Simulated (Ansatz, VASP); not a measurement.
Ta2C: VASP beside Ansatz

Contents of INCAR:

```
PREC     = Accurate       # precision mode
ENCUT    = 600            # plane-wave cutoff, eV
EDIFF    = 1E-6           # SCF threshold, eV
ISMEAR   = 0              # smearing method
SIGMA    = 0.1            # smearing width, eV
LREAL    = F              # projectors in reciprocal space
LASPH    = T              # aspherical terms in the spheres
NELM     = 100            # most SCF steps
ALGO     = Fast           # electronic algorithm
ISIF     = 3              # what is computed and relaxed
LWAVE    = F              # write WAVECAR
LCHARG   = F              # write CHGCAR
GGA      = PS             # functional
IBRION   = 2              # ionic algorithm
NSW      = 80             # ionic steps
EDIFFG   = -0.015         # ionic threshold
```

KPOINTS

```
Automatic mesh
0
Gamma
  8 6 6
```

Contents of POSCAR:

```
Ta2C
1.0
    0.0000000000      0.0000000000      5.0696855351
    5.4851192140      0.0000000000      0.0000000000
    0.0000000000      5.4851192140      0.0000000000
Ta C
8 4
Direct
    0.5000000000      0.3252459447      0.1747540553
    0.0000000000      0.8252459447      0.6747540553
    0.5000000000      0.8252459447      0.3252459447
    0.0000000000      0.3252459447      0.8252459447
    0.0000000000      0.1747540553      0.3252459447
    0.5000000000      0.6747540553      0.8252459447
    0.0000000000      0.6747540553      0.1747540553
    0.5000000000      0.1747540553      0.6747540553
    0.7500000000      0.5000000000      0.5000000000
    0.2500000000      0.0000000000      0.0000000000
    0.2500000000      0.5000000000      0.5000000000
    0.7500000000      0.0000000000      0.0000000000
```

Input for Ansatz:

```yaml
crystal:
  lattice:
    - [0.0, 0.0, 5.0696855351]
    - [5.485119214, 0.0, 0.0]
    - [0.0, 5.485119214, 0.0]
  atoms:
    - { symbol: Ta, position: [0.5, 0.3252459447, 0.1747540553] }
    - { symbol: Ta, position: [0.0, 0.8252459447, 0.6747540553] }
    - { symbol: Ta, position: [0.5, 0.8252459447, 0.3252459447] }
    - { symbol: Ta, position: [0.0, 0.3252459447, 0.8252459447] }
    - { symbol: Ta, position: [0.0, 0.1747540553, 0.3252459447] }
    - { symbol: Ta, position: [0.5, 0.6747540553, 0.8252459447] }
    - { symbol: Ta, position: [0.0, 0.6747540553, 0.1747540553] }
    - { symbol: Ta, position: [0.5, 0.1747540553, 0.6747540553] }
    - { symbol: C, position: [0.75, 0.5, 0.5] }
    - { symbol: C, position: [0.25, 0.0, 0.0] }
    - { symbol: C, position: [0.25, 0.5, 0.5] }
    - { symbol: C, position: [0.75, 0.0, 0.0] }
basis:
  ecutwfc: 420
kpoints:
  mp_grid: { grid: [8, 6, 6] }
hamiltonian:
  xc: pbesol
scf:
  occupations: { method: gaussian, width: 0.1 }
output:
  forces: true
  stress: true
  eigenvalues: true
relax:
  adjacent_minimum: "off"
  f_tol: 0.015
  max_steps: 60
  cell: { stress_tol: 0.15 }
```

Alike in both runs: task relaxation of cell and atoms; functional PBEsol; k mesh 8 × 6 × 6; occupations gaussian, width 0.1 eV; no spin polarisation.

|  | VASP | Ansatz |
| --- | --- | --- |
| version | VASP 6.6.1 | Ansatz 0.2.0 |
| potentials or method | VASP PAW PBE potentials, release 64 (Ta_pv, C), cutoff 600 eV | scalar-relativistic, plane waves, PAW |
| valence electrons in the cell | 104 | 120 |

Ansatz gave:

- gap on the k mesh at the Fermi level, each at its own relaxed structure (eV): none
- relaxed volume (Å³/atom): 12.72
- relaxed cell length with the largest relative difference (Å): 5.487

Task: Estimate VASP's values.

Result: gap on the k mesh at the Fermi level, each at its own relaxed structure (eV): none; relaxed volume (Å³/atom): 12.74; relaxed cell length with the largest relative difference (Å): 5.491.

VASP's potentials were made for PBE, not for PBEsol. A gap of «none» marks a metal or a gap that the smearing closes. VASP's potentials hold 104 valence electrons a cell and Ansatz's 120, so a difference there can come from the potentials and not from the codes.

Spin-orbit coupling is off throughout.
